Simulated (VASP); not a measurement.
# Li3F in VASP: a series of runs, part 2 of 2

VASP 6.6.1. The steps go on from the part before.

## 4. Relaxation of cell and atoms, PBE

Contents of INCAR:

```
PREC     = Accurate       # precision mode
ENCUT    = 600            # plane-wave cutoff, eV
EDIFF    = 1E-6           # SCF threshold, eV
ISMEAR   = 0              # smearing method
SIGMA    = 0.1            # smearing width, eV
LREAL    = F              # projectors in reciprocal space
LASPH    = T              # aspherical terms in the spheres
NELM     = 100            # most SCF steps
ALGO     = Normal         # electronic algorithm
ISIF     = 3              # what is computed and relaxed
LWAVE    = F              # write WAVECAR
LCHARG   = F              # write CHGCAR
GGA      = PE             # functional
IBRION   = 2              # ionic algorithm
NSW      = 100            # ionic steps
EDIFFG   = -0.01          # ionic threshold
```

Contents of KPOINTS:

```
regular mesh
0
Gamma
  12 12 18
```

Contents of POSCAR:

```
Li3F
1.0
    5.1575021068      0.0000000000      0.0000000000
   -2.5787510534      4.4665278446      0.0000000000
    0.0000000000      0.0000000000      2.6495533393
Li F
3 1
Direct
    0.7040871079      0.0000000000      0.5000000000
    0.2959128921      0.2959128921      0.5000000000
    0.0000000000      0.7040871079      0.5000000000
    0.0000000000      0.0000000000      0.0000000000
```

Potentials or basis: VASP PAW PBE potentials, release 64 (Li_sv, F).

Run with:

```
$ cat potpaw_PBE.64/Li_sv/POTCAR potpaw_PBE.64/F/POTCAR > POTCAR
$ mpirun -np 1 vasp_std > vasp.out
```

OUTCAR:

```text
PREC = Accurate
   ENCUT = 600
   EDIFF = 1E-6
   ISMEAR = 0
   LREAL = F
   LASPH = T
   NELM = 100
   ISIF = 3
   GGA = PE
   IBRION = 2
   NSW = 100
   EDIFFG = -0.01

 ion  position               nearest neighbor table
   1  0.704  0.000  0.500-   4 2.02   4 2.02
   2  0.296  0.296  0.500-   4 2.02   4 2.02
   3  0.000  0.704  0.500-   4 2.02   4 2.02
   4  0.000  0.000  0.000-   1 2.02   1 2.02   3 2.02   2 2.02   2 2.02   3 2.02

  LATTYP: Found a hexagonal cell.
 ALAT       =     5.1575021068
 C/A-ratio  =     0.5137280188

  Lattice vectors:

 A1 = (   5.1575021068,   0.0000000000,   0.0000000000)
 A2 = (  -2.5787510534,   4.4665278446,   0.0000000000)
 A3 = (   0.0000000000,   0.0000000000,   2.6495533393)

Analysis of symmetry for initial positions (statically):
=====================================================================
 Subroutine PRICEL returns:
 Original cell was already a primitive cell.

 Routine SETGRP: Setting up the symmetry group for a
 hexagonal supercell.

 Subroutine GETGRP returns: Found 12 space group operations
 (whereof 12 operations were pure point group operations)
 out of a pool of 24 trial point group operations.

The static configuration has the point symmetry D_3h.

Analysis of symmetry for dynamics (positions and initial velocities):
=====================================================================
[... 174 lines left out ...]
  external PRESSURE =      -1.3814081 kB  Pullay stress =       0.0000000 kB
[... 63 lines left out ...]
--------------------------------------- Ionic step        3  -------------------------------------------

 number of electron      16.0000005 magnetization

 Free energy of the ion-electron system (eV)
  ---------------------------------------------------
  ext. energy  EPLUGINS =         0.00000000
  ---------------------------------------------------
  free energy    TOTEN  =       -12.77920283 eV

  energy without entropy =      -12.77530863  energy(sigma->0) =      -12.77725573

 E-fermi :   1.8726     XC(G=0):  -7.6733

 val. band max:        1.8717088700   @ k =   0.1667   0.0833   0.3889
 cond. band min:       1.8796722648   @ k =   0.2500   0.2500   0.2222
 fundamental gap:      0.0079633948
 Fermi energy:         1.8726152326

 k-point     1 :       0.0000    0.0000    0.0000
  band No.  band energies     occupation
      1     -45.3343      2.00000
      2     -45.2996      2.00000
      3     -45.2996      2.00000
      4     -24.1580      2.00000
      5      -5.8340      2.00000
      6      -5.8340      2.00000
      7      -4.5775      2.00000
      8      -1.0125      2.00000
      9       3.8106      0.00000
     10       3.9332      0.00000
     11       3.9332      0.00000
     12       7.8265      0.00000
[... 331 lines left out ...]
 k-point    24 :       0.3333    0.0000    0.0556
  band No.  band energies     occupation
      1     -45.3291      2.00000
      2     -45.3017      2.00000
      3     -45.2997      2.00000
      4     -24.1482      2.00000
      5      -5.8855      2.00000
      6      -5.8337      2.00000
      7      -4.6617      2.00000
      8      -0.2638      2.00000
      9       1.4620      2.00000
     10       3.8302      0.00000
     11       6.3108      0.00000
     12       7.9812      0.00000

 [... further k-points ...]
[... 5 lines left out ...]
  --------------------------------------------------------------------------------------
  -------------------------------------------------------------------------------------
  Total       -0.0156829     -0.0156829      0.0081882      0.0000000      0.0000000      0.0000000
  in kB       -0.4136136     -0.4136136      0.2159516      0.0000000      0.0000000      0.0000000
  external PRESSURE =      -0.2037586 kB  Pullay stress =       0.0000000 kB
[... 19 lines left out ...]
  FREE ENERGIE OF THE ION-ELECTRON SYSTEM (eV)
  ---------------------------------------------------
  free  energy   TOTEN  =       -12.7792028271 eV

  energy  without entropy=      -12.7753086319  energy(sigma->0) =      -12.77725573

 reached required accuracy - stopping structural energy minimisation
```

OSZICAR:

```text
N       E                     dE             d eps       ncg     rms          rms(c)
DAV:   1     0.903937956689E+02    0.90394E+02   -0.77813E+03  4560   0.147E+03
[... 20 lines left out ...]
       N       E                     dE             d eps       ncg     rms          rms(c)
DAV:   1    -0.127799356961E+02   -0.81154E-03   -0.25316E-02  4584   0.180E+00    0.241E-01
DAV:   2    -0.127792610960E+02    0.67460E-03   -0.43497E-03  5636   0.588E-01    0.818E-02
DAV:   3    -0.127792239759E+02    0.37120E-04   -0.10484E-04  5596   0.125E-01    0.495E-02
DAV:   4    -0.127792021673E+02    0.21809E-04   -0.29056E-05  6048   0.538E-02    0.471E-03
DAV:   5    -0.127792029529E+02   -0.78562E-06   -0.11844E-05  6500   0.315E-02    0.267E-03
DAV:   6    -0.127792028271E+02    0.12576E-06   -0.92695E-08  2736   0.311E-03
   3 F= -.12779203E+02 E0= -.12777256E+02  d E =-.227711E-03
```

CONTCAR:

```text
Li3F
   1.00000000000000
     5.1546706993223212   -0.0000000000000000    0.0000000000000000
    -2.5773353496611606    4.4640757737958001    0.0000000000000000
     0.0000000000000000    0.0000000000000000    2.6400430987420678
  Li              F
     3     1
Direct
     0.7039882178121345    0.0000000000000000    0.5000000000000000
     0.2960117821878655    0.2960117821878655    0.5000000000000000
     1.0000000000000000    0.7039882178121345    0.5000000000000000
     0.0000000000000000    0.0000000000000000    0.0000000000000000

  0.00000000E+00  0.00000000E+00  0.00000000E+00
  0.00000000E+00  0.00000000E+00  0.00000000E+00
  0.00000000E+00  0.00000000E+00  0.00000000E+00
  0.00000000E+00  0.00000000E+00  0.00000000E+00
```

Run time: 4.5 min. Hardware: 1 thread of Intel Xeon 6975P-C, shared host; peak memory 0.3 GiB.

Results:

```yaml
Free_energy: -12.7792 eV
Relaxed_volume: 15.19 Å³/atom
Relaxed_cell: a = 5.155 Å, b = 5.155 Å, c = 2.640 Å, α = 90.00°, β = 90.00°, γ = 120.00°
Space_group_after_relaxing_to_0.05_Å: P-62m (No. 189)
Energy_gained_by_relaxing: 0.1 meV/atom
Ionic_steps: 3
Pressure_after_relaxing: 0.0 GPa
Largest_force_after_relaxing: 0.006 eV/Å
Band_gap_on_the_k_mesh: zero (band 8 reaches 4.84 eV, above the bottom of band 9 at 0.53 eV)
```

Forces in eV/Å, atoms in the order of the input:
```
Li  -0.006  0.000  0.000
Li   0.003  0.005  0.000
Li   0.003 -0.005  0.000
F    0.000  0.000  0.000
```

The path:
| step | energy change (eV) | largest force (eV/Å) | pressure (GPa) | volume (Å³) |
| --- | --- | --- | --- | --- |
| 1 | 0.0000 | 0.0043 | -0.14 | 61.04 |
| 2 | -0.0001 | 0.0050 | -0.09 | 60.92 |
| 3 | -0.0002 | 0.0061 | -0.02 | 60.75 |

Final structure:
```yaml
crystal:
  lattice:
    - [5.15467, 0.00000, 0.00000]
    - [-2.57734, 4.46408, 0.00000]
    - [0.00000, 0.00000, 2.64004]
  atoms:
    - { symbol: Li, position: [0.70399, 0.00000, 0.50000] }
    - { symbol: Li, position: [0.29601, 0.29601, 0.50000] }
    - { symbol: Li, position: [0.00000, 0.70399, 0.50000] }
    - { symbol: F, position: [0.00000, 0.00000, 0.00000] }
```

Levels at points of the mesh, in eV from the Fermi level:
```tsv
k point	band 6	band 7	band 8	band 9	band 10	band 11
(0.00, 0.00, 0.00)	-7.71	-6.45	-2.89	1.94	2.06	2.06
(0.50, 0.00, 0.00)	-7.72	-6.45	-1.68	-1.13	1.81	4.36
(0.00, 0.00, 0.50)	-7.35	-7.35	0.61	2.68	5.28	5.28
(0.50, 0.00, 0.50)	-7.42	-7.37	2.51	2.73	2.78	3.43
```

Caveat: the cutoff is under 1.25 times the usual one of these potentials, so pressure, stress and relaxed cells hold a basis-set (Pulay) error.

## 5. The runs side by side

| task | cell | k mesh | cutoff (eV) | gap on the mesh (eV) | largest force (eV/Å) |
| --- | --- | --- | --- | --- | --- |
| single point | a = 5.158, b = 5.158, c = 2.650 Å, angles 90.0, 90.0, 120.0°, 4 atoms | 6 × 6 × 6 | 520 | none | 0.01 |
| single point | a = 5.171, b = 5.171, c = 2.648 Å, angles 90.0, 90.0, 120.0°, 4 atoms | 12 × 12 × 18 | 520 | none | - |
| relaxation of cell and atoms | relaxed from a = 5.158, b = 5.158, c = 2.650 Å, angles 90.0, 90.0, 120.0°, 4 atoms | 12 × 12 × 18 | 600 | none | 0.01 |

Alike in all rows: level PBE; potentials or basis VASP PAW PBE potentials, release 64 (Li_sv, F); no spin polarisation; smearing gaussian 0.1 eV.

Caveats: some runs use coarse meshes; the cutoff is under 1.25 times the usual one of these potentials, so pressure, stress and relaxed cells hold a basis-set (Pulay) error.

Absolute energies hang on the potentials; compare differences alone.
